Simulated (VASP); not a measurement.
# P2Pb (I4/mmm) in VASP: a series of runs

P2Pb is run at these levels: r2SCAN; tasks: single point.

Program: VASP 6.6.1. These are calculated values, not measurements. Logs are shortened: lines on timing, memory, paths and dates and some standing lists are left out, and cuts for length are marked.

**1. The cell of the first run**

Symmetry: I4/mmm, No. 139, tetragonal system. The conventional cell has a = 4.377 Å, b = 4.377 Å, c = 7.179 Å, α = 90.00°, β = 90.00°, γ = 90.00°. P (site symmetry 4mm) has 1 P at 1.34 Å within 1.8 Å. Pb (site symmetry 4/mmm) has 10 P at 2.92 to 3.17 Å within 3.8 Å.

**2. Single point, r2SCAN**

POSCAR

```
P2Pb
1.0
   -2.1887081771      2.1887081771      3.5897064705
    2.1887081771     -2.1887081771      3.5897064705
    2.1887081771      2.1887081771     -3.5897064705
P Pb
2 1
Direct
    0.5930000000      0.5930000000      0.0000000000
    0.4070000000      0.4070000000      0.0000000000
    0.0000000000      0.0000000000      0.0000000000
```

INCAR.step1

```
  ALGO = Normal
  EDIFF = 1E-4
  ENCUT = 520
  GGA = PE
  ISMEAR = 0
  LASPH = T
  LCHARG = F
  LREAL = F
  LWAVE = T
  NBANDS = 19
  NELM = 60
  PREC = Accurate
  SIGMA = 0.1
```

INCAR.step2

```
  ALGO = Normal
  EDIFF = 1E-7
  ENCUT = 520
  ISIF = 2
  ISMEAR = 0
  ISTART = 1
  LASPH = T
  LCHARG = F
  LMIXTAU = T
  LREAL = F
  LWAVE = F
  METAGGA = R2SCAN
  NBANDS = 19
  NELM = 60
  PREC = Accurate
  SIGMA = 0.1
```

KPOINTS

```
k-points
0
Gamma
  6 6 6
```

Potentials or basis: VASP PAW PBE potentials, release 64 (P, Pb_d).

Launch:

```
$ cat potpaw_PBE.64/P/POTCAR potpaw_PBE.64/Pb_d/POTCAR > POTCAR
$ cp INCAR.step1 INCAR
$ mpirun -np 1 vasp_std > vasp.out
$ cp INCAR.step2 INCAR
$ mpirun -np 1 vasp_std > vasp.out
```

OUTCAR:

```text
EDIFF = 1E-7
   ENCUT = 520
   ISIF = 2
   ISMEAR = 0
   ISTART = 1
   LASPH = T
   LREAL = F
   METAGGA = R2SCAN
   NELM = 60
   PREC = Accurate

 ion  position               nearest neighbor table
   1  0.593  0.593  0.000-   2 1.34   3 2.92   3 3.17   3 3.17   3 3.17   3 3.17
   2  0.407  0.407  0.000-   1 1.34   3 2.92   3 3.17   3 3.17   3 3.17   3 3.17
   3  0.000  0.000  0.000-   1 2.92   2 2.92   1 3.17   1 3.17   1 3.17   2 3.17   2 3.17   2 3.17
                             1 3.17   2 3.17

 -----------------------------------------------------------------------------
|                                                                             |
|           W    W    AA    RRRRR   N    N  II  N    N   GGGG   !!!           |
|           W    W   A  A   R    R  NN   N  II  NN   N  G    G  !!!           |
|           W    W  A    A  R    R  N N  N  II  N N  N  G       !!!           |
|           W WW W  AAAAAA  RRRRR   N  N N  II  N  N N  G  GGG   !            |
|           WW  WW  A    A  R   R   N   NN  II  N   NN  G    G                |
|           W    W  A    A  R    R  N    N  II  N    N   GGGG   !!!           |
|                                                                             |
|     The distance between some ions is very small. Please check the          |
|     nearest-neighbor list in the OUTCAR file.                               |
|     I HOPE YOU KNOW WHAT YOU ARE DOING!                                     |
|                                                                             |
 -----------------------------------------------------------------------------

  LATTYP: Found a body centered tetragonal cell.
 ALAT       =     4.3774163542
 C/A-ratio  =     1.6401028278

  Lattice vectors:

 A1 = (  -2.1887081771,   2.1887081771,   3.5897064705)
 A2 = (   2.1887081771,  -2.1887081771,   3.5897064705)
 A3 = (   2.1887081771,   2.1887081771,  -3.5897064705)

Analysis of symmetry for initial positions (statically):
=====================================================================
 Subroutine PRICEL returns:
 Original cell was already a primitive cell.

 Routine SETGRP: Setting up the symmetry group for a
 body centered tetragonal supercell.

 Subroutine GETGRP returns: Found 16 space group operations
 (whereof 16 operations were pure point group operations)
 out of a pool of 16 trial point group operations.

The static configuration has the point symmetry D_4h.

Analysis of symmetry for dynamics (positions and initial velocities):
=====================================================================
 Subroutine PRICEL returns:
 Original cell was already a primitive cell.

 Routine SETGRP: Setting up the symmetry group for a
 body centered tetragonal supercell.

 Subroutine GETGRP returns: Found 16 space group operations
 (whereof 16 operations were pure point group operations)
 out of a pool of 16 trial point group operations.

The dynamic configuration has the point symmetry D_4h.

 Subroutine INISYM returns: Found 16 space group operations
 (whereof 16 operations are pure point group operations),
 and found     1 'primitive' translations

----------------------------------------------------------------------------------------

                                     Primitive cell

  volume of cell :      68.7851

  direct lattice vectors                    reciprocal lattice vectors
    -2.188708177  2.188708177  3.589706470     0.000000000  0.228445256  0.139287155
     2.188708177 -2.188708177  3.589706470     0.228445256  0.000000000  0.139287155
     2.188708177  2.188708177 -3.589706470     0.228445256  0.228445256  0.000000000

  length of vectors
     4.739923999  4.739923999  4.739923999     0.267559613  0.267559613  0.323070379

  position of ions in fractional coordinates (direct lattice)
     0.593000000  0.593000000  0.000000000
     0.407000000  0.407000000  0.000000000
     0.000000000  0.000000000  0.000000000

  ion indices of the primitive-cell ions
   primitive index   ion index
                 1           1
                 2           2
                 3           3

----------------------------------------------------------------------------------------

 KPOINTS: k-points

Automatic generation of k-mesh.
 Grid dimensions read from file:
 generate k-points for:    6    6    6

 Generating k-lattice:

  Cartesian coordinates                     Fractional coordinates (reciprocal lattice)
     0.000000000  0.038074209  0.023214526     0.166666667  0.000000000 -0.000000000
     0.038074209  0.000000000  0.023214526     0.000000000  0.166666667 -0.000000000
     0.038074209  0.038074209  0.000000000     0.000000000  0.000000000  0.166666667

  Length of vectors
     0.044593269  0.044593269  0.053845063

  Shift w.r.t. Gamma in fractional coordinates (k-lattice)
     0.000000000  0.000000000  0.000000000

 Subroutine IBZKPT returns following result:
 ===========================================

 Found     30 irreducible k-points:

 Following reciprocal coordinates:
            Coordinates               Weight
  0.000000  0.000000  0.000000      1.000000
  0.166667  0.000000 -0.000000      8.000000
  0.333333  0.000000 -0.000000      8.000000
  0.500000  0.000000 -0.000000      4.000000
  0.166667  0.166667 -0.000000      8.000000
  0.333333  0.166667 -0.000000     16.000000
[... 16 lines left out ...]
 -0.333333 -0.333333  0.166667      8.000000
 -0.166667 -0.333333  0.166667      8.000000
 [... further k-points ...]
   k-points           NKPTS =     30   k-points in BZ     NKDIM =     30   number of bands    NBANDS=     19
   number of dos      NEDOS =    301   number of ions     NIONS =      3
   total plane-waves  NPLWV =  46656
   dimension x,y,z NGX =    36 NGY =   36 NGZ =   36
   dimension x,y,z NGXF=    72 NGYF=   72 NGZF=   72
   ions per type =               2   1
   NGX,Y,Z   is equivalent  to a cutoff of  12.63, 12.63, 12.63 a.u.
   NGXF,Y,Z  is equivalent  to a cutoff of  25.25, 25.25, 25.25 a.u.
 SYSTEM =  unknown system
   PREC   = accura    normal or accurate (medium, high low for compatibility)
   ISTART =      1    job   : 0-new  1-cont  2-samecut
   ICHARG =      0    charge: 1-file 2-atom 10-const
   ISPIN  =      1    spin polarized calculation?
   LNONCOLLINEAR =      F non collinear calculations
   LSORBIT =      F    spin-orbit coupling
   LASPH  =      T    aspherical Exc in radial PAW
   ENCUT  =  520.0 eV  38.22 Ry    6.18 a.u.   8.81  8.81  8.81*2*pi/ulx,y,z
   NELM   =     60;   NELMIN=  2; NELMDL=  0     # of ELM steps
   EDIFF  = 0.1E-06   stopping-criterion for ELM
   LREAL  =      F    real-space projection
   EDIFFG = 0.1E-05   stopping-criterion for IOM
   NSW    =      0    number of steps for IOM
   IBRION =     -1    ionic relax: 0-MD 1-quasi-New 2-CG
   NFREE  =      0    steps in history (QN), initial steepest desc. (CG)
   ISIF   =      2    stress and relaxation
   ISYM   =      2    0-nonsym 1-usesym 2-fastsym
   POTIM  = 0.5000    time-step for ionic-motion
   TEBEG  =    0.0;   TEEND  =   0.0 temperature during run
   PSTRESS=    0.0 pullay stress
   NELECT =      24.0000    total number of electrons
   NUPDOWN=      -1.0000    fix difference up-down
   EMIN   =  10.00;   EMAX   =-10.00  energy-range for DOS
   EFERMI =   0.00;   METHOD = LEGACY
   ISMEAR =     0;   SIGMA  =   0.10  broadening in eV -4-tet -1-fermi 0-gaus
   EFERMI_NEDOS =   21; number of points for ismear=-14 and -15
   IALGO  =     38    algorithm
   IMIX   =      4    mixing-type and parameters
     AMIX     =   0.40;   BMIX     =  1.00
     AMIX_MAG =   1.60;   BMIX_MAG =  1.00
  volume/ion in A,a.u.               =      22.93       154.73
  Fermi-wavevector in a.u.,A,eV,Ry     =   1.152516  2.177940 18.072531  1.328294
  Thomas-Fermi vector in A             =   2.289167
   LORBIT       =      0    0 simple, 1 ext, 2 COOP (PROOUT), +10 PAW based schemes
   METAGGA = R2SCAN    functional components
   LHFCALC =     F    Hartree Fock is set to
   AEXX    =    0.0000 exact exchange contribution
   IVDW    =     0    specifies the selected vdW correction
   LEPSILON=     F    determine dielectric tensor
   LRPA    =     F    only Hartree local field effects (RPA)
 non-spin polarized calculation
 Gauss-broadening in eV      SIGMA  =   0.10
  energy-cutoff  :      520.00
  volume of cell :       68.79
 maximum number of plane-waves:      1866
   NGX = 17   NGY = 17   NGZ = 17

 number of electron      24.0000004 magnetization

 Free energy of the ion-electron system (eV)
  ---------------------------------------------------
  ext. energy  EPLUGINS =         0.00000000
  ---------------------------------------------------
  free energy    TOTEN  =       -55.28835988 eV

  energy without entropy =      -55.26902020  energy(sigma->0) =      -55.27869004

 E-fermi :   7.1441     XC(G=0): -10.2572

 val. band max:        7.1187134246   @ k =   0.1667   0.1667  -0.0000
 cond. band min:       7.1634879826   @ k =   0.1667   0.0000  -0.0000
 fundamental gap:      0.0447745581
 Fermi energy:         7.1441235362

 k-point     1 :       0.0000    0.0000    0.0000
  band No.  band energies     occupation
      1     -11.1343      2.00000
      2     -11.1300      2.00000
      3     -11.1231      2.00000
      4     -11.0748      2.00000
      5     -11.0748      2.00000
      6     -10.2093      2.00000
[... 11 lines left out ...]
     18      12.5574      0.00000
     19      12.7237      0.00000

 k-point     2 :       0.1667    0.0000   -0.0000
  band No.  band energies     occupation
      1     -11.1366      2.00000
      2     -11.1313      2.00000
      3     -11.1160      2.00000
      4     -11.0752      2.00000
      5     -11.0715      2.00000
      6     -10.1171      2.00000
[... 11 lines left out ...]
     18      13.8265      0.00000
     19      14.1949      0.00000

 k-point     3 :       0.3333    0.0000   -0.0000
  band No.  band energies     occupation
      1     -11.1501      2.00000
      2     -11.1311      2.00000
      3     -11.1012      2.00000
      4     -11.0733      2.00000
      5     -11.0645      2.00000
      6      -9.9132      2.00000
[... 11 lines left out ...]
     18      14.0870      0.00000
     19      14.7509      0.00000

 k-point     4 :       0.5000    0.0000   -0.0000
  band No.  band energies     occupation
      1     -11.1569      2.00000
      2     -11.1321      2.00000
      3     -11.0963      2.00000
      4     -11.0695      2.00000
      5     -11.0609      2.00000
      6      -9.7998      2.00000
[... 11 lines left out ...]
     18      13.6949      0.00000
     19      14.2021      0.00000

 k-point     5 :       0.1667    0.1667   -0.0000
  band No.  band energies     occupation
      1     -11.1672      2.00000
      2     -11.1309      2.00000
      3     -11.1126      2.00000
      4     -11.0722      2.00000
      5     -11.0685      2.00000
      6      -9.9598      2.00000
[... 11 lines left out ...]
     18      13.4027      0.00000
     19      14.2285      0.00000
[... 334 lines left out ...]
      2     -11.1330      2.00000
      3     -11.1007      2.00000
      4     -11.0726      2.00000
      5     -11.0572      2.00000
      6      -9.5840      2.00000
[... 11 lines left out ...]
     18      13.5452      0.00000
     19      14.8838      0.00000

 k-point    22 :      -0.1667    0.5000    0.1667
  band No.  band energies     occupation
      1     -11.1766      2.00000
      2     -11.1486      2.00000
      3     -11.1067      2.00000
      4     -11.0700      2.00000
      5     -11.0589      2.00000
      6      -9.7318      2.00000
[... 11 lines left out ...]
     18      13.4029      0.00000
     19      13.8182      0.00000

 k-point    23 :      -0.3333   -0.3333    0.1667
  band No.  band energies     occupation
      1     -11.2290      2.00000
      2     -11.1368      2.00000
      3     -11.1150      2.00000
      4     -11.0647      2.00000
      5     -11.0597      2.00000
      6      -9.6997      2.00000
[... 11 lines left out ...]
     18      13.5074      0.00000
     19      14.3092      0.00000

 k-point    24 :      -0.1667   -0.3333    0.1667
  band No.  band energies     occupation
      1     -11.1912      2.00000
      2     -11.1345      2.00000
      3     -11.1199      2.00000
      4     -11.0669      2.00000
      5     -11.0629      2.00000
      6      -9.8852      2.00000
[... 11 lines left out ...]
     18      14.1644      0.00000
     19      14.1842      0.00000

 [... further k-points ...]

------------------------ aborting loop because EDIFF is reached ----------------------------------------

  FORCE on cell =-STRESS in cart. coord.  units (eV):
  Direction    XX          YY          ZZ          XY          YZ          ZX
  --------------------------------------------------------------------------------------
  -------------------------------------------------------------------------------------
  Total        3.2601882      3.2601882    112.9385328      0.0000000     -0.0000000      0.0000000
  in kB       75.9379039     75.9379039   2630.6197334      0.0000000     -0.0000000      0.0000000
  external PRESSURE =     927.4985137 kB  Pullay stress =       0.0000000 kB

 VOLUME and BASIS-vectors are now :
 -----------------------------------------------------------------------------
  energy-cutoff  :      520.00
  volume of cell :       68.79
      direct lattice vectors                 reciprocal lattice vectors
    -2.188708177  2.188708177  3.589706470     0.000000000  0.228445256  0.139287155
     2.188708177 -2.188708177  3.589706470     0.228445256  0.000000000  0.139287155
     2.188708177  2.188708177 -3.589706470     0.228445256  0.228445256  0.000000000

 POSITION                                       TOTAL-FORCE (eV/Angst)
 -----------------------------------------------------------------------------------
      0.00000      0.00000      4.25739         0.000000      0.000000     83.889222
      0.00000      0.00000      2.92202         0.000000      0.000000    -83.889222
      0.00000      0.00000      0.00000        -0.000000     -0.000000     -0.000000
 -----------------------------------------------------------------------------------
    total drift:                               -0.000000     -0.000000      0.000000

  FREE ENERGIE OF THE ION-ELECTRON SYSTEM (eV)
  ---------------------------------------------------
  free  energy   TOTEN  =       -55.2883598815 eV

  energy  without entropy=      -55.2690202043  energy(sigma->0) =      -55.27869004
```

It took 75 s on 1 thread of Intel Xeon 6975P-C (Granite Rapids), shared host; peak memory 0.22 GiB.

Results:

```yaml
Free_energy: -55.2884 eV
Pressure: 92.7 GPa
Largest_force: 83.889 eV/Å
Band_gap_on_the_k_mesh: zero (bands 12 and 13 overlap by 2.08 eV)
```

Forces on the atoms (eV/Å):
```
P     0.000   0.000  83.889
P     0.000   0.000 -83.889
Pb    0.000   0.000   0.000
```

Caveat: atoms lie so close that the PAW spheres overlap strongly, which falsifies energies and pressures; the cell stands under pressure; the PAW data sets were made with another functional, which shifts forces and pressure a little; spin-orbit coupling is left out, which moves the levels of the heavy elements.

[end of part 1 of 2]
